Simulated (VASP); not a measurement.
# SnO2 (P1) in VASP: single point with PBE

Aim: the single point of SnO2 with PBE.

All numbers are computed with VASP 6.6.1; they aren't measurements. Logs are shortened: lines on timing, memory, paths and dates and some standing lists are left out, and cuts for length are marked.

## 1. The cell of the first run

The typed cell holds 6 atoms: a = 4.828 Å, b = 4.828 Å, c = 3.238 Å, α = 90.00°, β = 90.00°, γ = 90.00°.

## 2. Single point, PBE

INCAR

```
SYSTEM = SnO2
PREC = Accurate ; ENCUT = 520
EDIFF = 1E-6 ; ISMEAR = 0
SIGMA = 0.05 ; LREAL = .FALSE.
LASPH = .TRUE. ; NELM = 80
ALGO = Normal ; ISIF = 2
LWAVE = .FALSE. ; LCHARG = .FALSE.
GGA = PE ; NBANDS = 35
```

KPOINTS

```
regular mesh
0
G
  6 6 8
  0 0 0
```

POSCAR

```
SnO2
1.0
    4.8277049961      0.0000000000      0.0000000000
    0.0000000000      4.8277049961      0.0000000000
    0.0000000000      0.0000000000      3.2379909406
Sn O
2 4
Direct
   -0.0414275520      0.0000000000     -0.0308833477
    0.5000000000      0.5000000000      0.5000000000
    0.3066050863      0.3066050863      0.0000000000
    0.1933949137      0.8066050863      0.5000000000
    0.6933949137      0.6933949137      0.0000000000
    0.8066050863      0.1933949137      0.5000000000
```

Potentials or basis: VASP PAW PBE potentials, release 64 (Sn_d, O).

Command:

```console
> cat potpaw_PBE.64/Sn_d/POTCAR potpaw_PBE.64/O/POTCAR > POTCAR
> mpirun -np 1 vasp_std > vasp.out
```

OUTCAR:

```text
SYSTEM = SnO2
   PREC = Accurate
   ENCUT = 520
   EDIFF = 1E-6
   ISMEAR = 0
   LREAL = .FALSE.
   LASPH = .TRUE.
   NELM = 80
   ISIF = 2
   GGA = PE

 ion  position               nearest neighbor table
   1  0.959  0.000  0.969-   6 1.93   5 1.96   6 2.09   4 2.11   3 2.24   4 2.26   2 3.61   2 3.61
                             2 3.70   2 3.70
   2  0.500  0.500  0.500-   3 2.09   5 2.09   3 2.09   5 2.09   4 2.09   6 2.09   1 3.61   1 3.61
                             1 3.70   1 3.70
   3  0.307  0.307  0.000-   2 2.09   2 2.09   1 2.24
   4  0.193  0.807  0.500-   2 2.09   1 2.11   1 2.26
   5  0.693  0.693  0.000-   1 1.96   2 2.09   2 2.09
   6  0.807  0.193  0.500-   1 1.93   1 2.09   2 2.09

  LATTYP: Found a simple tetragonal cell.
 ALAT       =     4.8277049961
 C/A-ratio  =     0.6707101911

  Lattice vectors:

 A1 = (   4.8277049961,   0.0000000000,   0.0000000000)
 A2 = (   0.0000000000,   4.8277049961,   0.0000000000)
 A3 = (   0.0000000000,   0.0000000000,   3.2379909406)

Analysis of symmetry for initial positions (statically):
=====================================================================
 Subroutine PRICEL returns:
 Original cell was already a primitive cell.

 Routine SETGRP: Setting up the symmetry group for a
 simple tetragonal supercell.

 Subroutine GETGRP returns: Found  1 space group operations
 (whereof  1 operations were pure point group operations)
 out of a pool of 16 trial point group operations.

The static configuration has the point symmetry C_1 .

Analysis of symmetry for dynamics (positions and initial velocities):
=====================================================================
 Subroutine PRICEL returns:
 Original cell was already a primitive cell.

 Routine SETGRP: Setting up the symmetry group for a
 simple tetragonal supercell.

 Subroutine GETGRP returns: Found  1 space group operations
 (whereof  1 operations were pure point group operations)
 out of a pool of 16 trial point group operations.

The dynamic configuration has the point symmetry C_1 .

 Subroutine INISYM returns: Found  1 space group operations
 (whereof  1 operations are pure point group operations),
 and found     1 'primitive' translations

----------------------------------------------------------------------------------------

                                     Primitive cell

  volume of cell :      75.4670

  direct lattice vectors                    reciprocal lattice vectors
     4.827704996  0.000000000  0.000000000     0.207137760  0.000000000  0.000000000
     0.000000000  4.827704996  0.000000000     0.000000000  0.207137760  0.000000000
     0.000000000  0.000000000  3.237990941     0.000000000  0.000000000  0.308833477

  length of vectors
     4.827704996  4.827704996  3.237990941     0.207137760  0.207137760  0.308833477

  position of ions in fractional coordinates (direct lattice)
     0.958572448  0.000000000  0.969116652
     0.500000000  0.500000000  0.500000000
     0.306605086  0.306605086  0.000000000
     0.193394914  0.806605086  0.500000000
     0.693394914  0.693394914  0.000000000
     0.806605086  0.193394914  0.500000000

  ion indices of the primitive-cell ions
   primitive index   ion index
                 1           1
                 2           2
                 3           3
                 4           4
                 5           5
                 6           6

----------------------------------------------------------------------------------------

 KPOINTS: regular mesh

Automatic generation of k-mesh.
 Grid dimensions read from file:
 generate k-points for:    6    6    8

 Generating k-lattice:

  Cartesian coordinates                     Fractional coordinates (reciprocal lattice)
     0.034522960  0.000000000  0.000000000     0.166666667  0.000000000  0.000000000
     0.000000000  0.034522960  0.000000000     0.000000000  0.166666667  0.000000000
     0.000000000  0.000000000  0.038604185     0.000000000  0.000000000  0.125000000

  Length of vectors
     0.034522960  0.034522960  0.038604185

  Shift w.r.t. Gamma in fractional coordinates (k-lattice)
     0.000000000  0.000000000  0.000000000

 Subroutine IBZKPT returns following result:
 ===========================================

 Found    148 irreducible k-points:

 Following reciprocal coordinates:
            Coordinates               Weight
  0.000000  0.000000  0.000000      1.000000
  0.166667  0.000000  0.000000      2.000000
  0.000000  0.166667  0.000000      2.000000
  0.333333  0.000000  0.000000      2.000000
  0.000000  0.333333  0.000000      2.000000
  0.500000  0.000000  0.000000      1.000000
[... 16 lines left out ...]
  0.000000  0.166667  0.125000      2.000000
 -0.166667  0.000000  0.125000      2.000000
 [... further k-points ...]
   k-points           NKPTS =    148   k-points in BZ     NKDIM =    148   number of bands    NBANDS=     35
   number of dos      NEDOS =    301   number of ions     NIONS =      6
   total plane-waves  NPLWV =  31104
   dimension x,y,z NGX =    36 NGY =   36 NGZ =   24
   dimension x,y,z NGXF=    72 NGYF=   72 NGZF=   48
   ions per type =               2   4
   NGX,Y,Z   is equivalent  to a cutoff of  12.40, 12.40, 12.32 a.u.
   NGXF,Y,Z  is equivalent  to a cutoff of  24.79, 24.79, 24.64 a.u.
 SYSTEM =  SnO2
   PREC   = accura    normal or accurate (medium, high low for compatibility)
   ISTART =      0    job   : 0-new  1-cont  2-samecut
   ICHARG =      2    charge: 1-file 2-atom 10-const
   ISPIN  =      1    spin polarized calculation?
   LNONCOLLINEAR =      F non collinear calculations
   LSORBIT =      F    spin-orbit coupling
   LASPH  =      T    aspherical Exc in radial PAW
   ENCUT  =  520.0 eV  38.22 Ry    6.18 a.u.   8.98  8.98  6.02*2*pi/ulx,y,z
   NELM   =     80;   NELMIN=  2; NELMDL= -5     # of ELM steps
   EDIFF  = 0.1E-05   stopping-criterion for ELM
   LREAL  =      F    real-space projection
[... 7 lines left out ...]
   TEBEG  =    0.0;   TEEND  =   0.0 temperature during run
   PSTRESS=    0.0 pullay stress
   NELECT =      52.0000    total number of electrons
   NUPDOWN=      -1.0000    fix difference up-down
   EMIN   =  10.00;   EMAX   =-10.00  energy-range for DOS
   EFERMI =   0.00;   METHOD = LEGACY
   ISMEAR =     0;   SIGMA  =   0.05  broadening in eV -4-tet -1-fermi 0-gaus
   EFERMI_NEDOS =   21; number of points for ismear=-14 and -15
   IALGO  =     38    algorithm
   IMIX   =      4    mixing-type and parameters
     AMIX     =   0.40;   BMIX     =  1.00
     AMIX_MAG =   1.60;   BMIX_MAG =  1.00
  volume/ion in A,a.u.               =      12.58        84.88
  Fermi-wavevector in a.u.,A,eV,Ry     =   1.445962  2.732472 28.447149  2.090806
  Thomas-Fermi vector in A             =   2.564085
   LORBIT       =      0    0 simple, 1 ext, 2 COOP (PROOUT), +10 PAW based schemes
   GGA     = PE    functional components
   LHFCALC =     F    Hartree Fock is set to
   AEXX    =    0.0000 exact exchange contribution
   IVDW    =     0    specifies the selected vdW correction
   LEPSILON=     F    determine dielectric tensor
   LRPA    =     F    only Hartree local field effects (RPA)
 non-spin polarized calculation
 Gauss-broadening in eV      SIGMA  =   0.05
  energy-cutoff  :      520.00
  volume of cell :       75.47
 maximum number of plane-waves:      2068
   NGX = 17   NGY = 17   NGZ = 13

 number of electron      51.9999996 magnetization

 Free energy of the ion-electron system (eV)
  ---------------------------------------------------
  ext. energy  EPLUGINS =         0.00000000
  ---------------------------------------------------
  free energy    TOTEN  =       -36.78972505 eV

  energy without entropy =      -36.78972505  energy(sigma->0) =      -36.78972505

 E-fermi :   5.9858     XC(G=0): -10.9738

 val. band max:        5.8027934914   @ k =   0.0000   0.0000   0.0000
 cond. band min:       6.1688007418   @ k =   0.0000   0.0000   0.0000
 fundamental gap:      0.3660072504
 Fermi energy:         5.9858131178

 k-point     1 :       0.0000    0.0000    0.0000
  band No.  band energies     occupation
      1     -15.6815      2.00000
      2     -14.9523      2.00000
      3     -14.7528      2.00000
      4     -14.7033      2.00000
      5     -14.6299      2.00000
      6     -14.6133      2.00000
[... 27 lines left out ...]
     34      17.0618      0.00000
     35      17.7270      0.00000

 k-point     2 :       0.1667    0.0000    0.0000
  band No.  band energies     occupation
      1     -15.6565      2.00000
      2     -14.9726      2.00000
      3     -14.7714      2.00000
      4     -14.7051      2.00000
      5     -14.6280      2.00000
      6     -14.6198      2.00000
[... 27 lines left out ...]
     34      17.1356      0.00000
     35      17.8037      0.00000

 k-point     3 :       0.0000    0.1667    0.0000
  band No.  band energies     occupation
      1     -15.6484      2.00000
      2     -15.0105      2.00000
      3     -14.7534      2.00000
      4     -14.7058      2.00000
      5     -14.6285      2.00000
      6     -14.6197      2.00000
[... 27 lines left out ...]
     34      17.2096      0.00000
     35      17.6792      0.00000
[... 723 lines left out ...]
 k-point    23 :       0.0000    0.1667    0.1250
  band No.  band energies     occupation
      1     -15.6100      2.00000
      2     -15.0085      2.00000
      3     -14.8244      2.00000
      4     -14.7367      2.00000
      5     -14.6624      2.00000
      6     -14.5964      2.00000
[... 27 lines left out ...]
     34      17.2164      0.00000
     35      17.5330      0.00000

 k-point    24 :      -0.1667    0.0000    0.1250
  band No.  band energies     occupation
      1     -15.6162      2.00000
      2     -14.9577      2.00000
      3     -14.8671      2.00000
      4     -14.7343      2.00000
      5     -14.6617      2.00000
      6     -14.5979      2.00000
[... 27 lines left out ...]
     34      17.1702      0.00000
     35      17.6061      0.00000

 [... further k-points ...]

------------------------ aborting loop because EDIFF is reached ----------------------------------------

  FORCE on cell =-STRESS in cart. coord.  units (eV):
  Direction    XX          YY          ZZ          XY          YZ          ZX
  --------------------------------------------------------------------------------------
  -------------------------------------------------------------------------------------
  Total        0.4402075      2.3197230      2.0634301      0.6984437     -1.2880955      0.6723453
  in kB        9.3456814     49.2481174     43.8069754     14.8280797    -27.3464876     14.2740055
  external PRESSURE =      34.1335914 kB  Pullay stress =       0.0000000 kB

 VOLUME and BASIS-vectors are now :
 -----------------------------------------------------------------------------
  energy-cutoff  :      520.00
  volume of cell :       75.47
      direct lattice vectors                 reciprocal lattice vectors
     4.827704996  0.000000000  0.000000000     0.207137760  0.000000000  0.000000000
     0.000000000  4.827704996  0.000000000     0.000000000  0.207137760  0.000000000
     0.000000000  0.000000000  3.237990941     0.000000000  0.000000000  0.308833477

 POSITION                                       TOTAL-FORCE (eV/Angst)
 -----------------------------------------------------------------------------------
      4.62770      0.00000      3.13799         4.285121     -0.334206      1.985939
      2.41385      2.41385      1.61900        -1.728563     -0.004149     -0.013761
      1.48020      1.48020      0.00000        -0.121738     -0.307436     -0.059373
      0.93365      3.89405      1.61900        -0.674639      0.453633     -0.373843
      3.34751      3.34751      0.00000        -0.701097     -0.935612      0.030868
      3.89405      0.93365      1.61900        -1.059085      1.127770     -1.569829
 -----------------------------------------------------------------------------------
    total drift:                               -0.000055     -0.000106      0.000249

  FREE ENERGIE OF THE ION-ELECTRON SYSTEM (eV)
  ---------------------------------------------------
  free  energy   TOTEN  =       -36.7897250513 eV

  energy  without entropy=      -36.7897250510  energy(sigma->0) =      -36.78972505
```

Wall time 6.4 min (1 thread of Intel Xeon 8259CL, shared host); peak memory 0.37 GiB.

What came out:

```
Free energy            : -36.7897 eV
Pressure               : 3.4 GPa
Largest force          : 4.735 eV/Å
Band gap on the k mesh : 0.37 eV
```

Forces on the atoms (eV/Å):
```
Sn   4.285 -0.334  1.986
Sn  -1.729 -0.004 -0.014
O   -0.122 -0.307 -0.059
O   -0.675  0.454 -0.374
O   -0.701 -0.936  0.031
O   -1.059  1.128 -1.570
```

Stress tensor (GPa, compression positive):
```
 0.93  1.48  1.43
 1.48  4.92 -2.73
 1.43 -2.73  4.38
```

Caveat: the cell stands under pressure; semilocal functionals underestimate gaps, and a narrow one can read as zero; spin-orbit coupling is left out, which moves the levels of the heavy elements; forces of over 1 eV/Å act on the atoms, so gaps and moduli don't describe the material at rest.
